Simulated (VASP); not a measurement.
Input of a VASP 6.6.1 run:

Contents of INCAR:

```
  PREC = Accurate
  ENCUT = 520
  EDIFF = 1E-6
  ISMEAR = -1
  SIGMA = 0.08
  LREAL = F
  LASPH = T
  NELM = 60
  ALGO = Normal
  ISIF = 2
  LWAVE = F
  LCHARG = F
  GGA = PS
  NBANDS = 12
```

KPOINTS

```
Automatic mesh
0
Gamma
  17 17 17
```

Contents of POSCAR:

```
Ta
1.0
   -1.6622159478      1.6622159478      1.6622159478
    1.6622159478     -1.6622159478      1.6622159478
    1.6622159478      1.6622159478     -1.6622159478
Ta
1
Direct
    0.0000000000      0.0000000000      0.0000000000
```

Potentials or basis: VASP PAW PBE potentials, release 64 (Ta_pv).

Run with:

```bash
$ cat potpaw_PBE.64/Ta_pv/POTCAR > POTCAR
$ mpirun -np 1 vasp_std > vasp.out
```

Q: What does it give for the pressure?

A: -7.4 GPa.

Caveat: the PAW data sets were made with another functional, which shifts forces and pressure a little.
